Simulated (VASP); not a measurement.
A run of VASP 6.6.1 is set up as follows.

The input INCAR:

```
PREC = Accurate
ENCUT = 520
EDIFF = 1E-7
ISMEAR = 0
SIGMA = 0.05
LREAL = False
LASPH = True
NELM = 100
ALGO = Normal
ISIF = 2
LWAVE = False
LCHARG = False
NBANDS = 11
```

Contents of KPOINTS:

```
Automatic mesh
0
Gamma
  12 12 12
```

File POSCAR:

```
NaH
1.0
    2.9551240000      0.0000000000      0.0000000000
    0.0000000000      2.9551240000      0.0000000000
    0.0000000000      0.0000000000      2.9846752400
Na H
1 1
Direct
    0.0000000000      0.0000000000      0.0000000000
    0.5000000000      0.5000000000      0.5000000000
```

Potentials or basis: VASP PAW LDA potentials, release 64 (Na_pv, H).

Launch:

```sh
$ cat potpaw_LDA.64/Na_pv/POTCAR potpaw_LDA.64/H/POTCAR > POTCAR
$ mpirun -np 1 vasp_std > vasp.out
```

(1) What does it give for the band gap on the k mesh?

(2) Estimate the pressure.

Results:

(1) 0.52 eV (least direct gap 4.10 eV).

(2) -2.3 GPa.

Caveat: the cell differs from its parent crystal (strain +0.0100 x Voigt [0, 0, 1, 0, 0, 0]).
